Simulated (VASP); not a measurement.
A run of VASP 6.6.1 is set up as follows.

INCAR

```
ALGO     = Normal         # electronic algorithm
EDIFF    = 1E-6           # SCF threshold, eV
ENCUT    = 520            # plane-wave cutoff, eV
GGA      = CA             # functional
ISIF     = 2              # what is computed and relaxed
ISMEAR   = -1             # smearing method
LASPH    = T              # aspherical terms in the spheres
LCHARG   = T              # write CHGCAR
LELF     = T              # ELF
LREAL    = F              # projectors in reciprocal space
LVHAR    = T            
LWAVE    = F              # write WAVECAR
NBANDS   = 7              # bands
NELM     = 60             # most SCF steps
PREC     = Accurate       # precision mode
SIGMA    = 0.05           # smearing width, eV
```

File KPOINTS:

```
k-points
0
Gamma
  15 15 15
```

POSCAR

```
Mg
1.0
    2.9590815737      0.0000000000      0.0000000000
    0.0000000000      2.9590815737      0.0000000000
    0.0000000000      0.0000000000      2.9590815737
Mg
1
Direct
    0.0000000000      0.0000000000      0.0000000000
```

Potentials or basis: VASP PAW LDA potentials, release 64 (Mg).

The run is started by

```console
$ cat potpaw_LDA.64/Mg/POTCAR > POTCAR
$ mpirun -np 1 vasp_std > vasp.out
```

(1) Predict the band gap on the k mesh.

(2) Estimate the pressure.

Answers

(1) zero (band 1 reaches 5.76 eV, above the bottom of band 2 at 0.22 eV).

(2) -0.2 GPa.
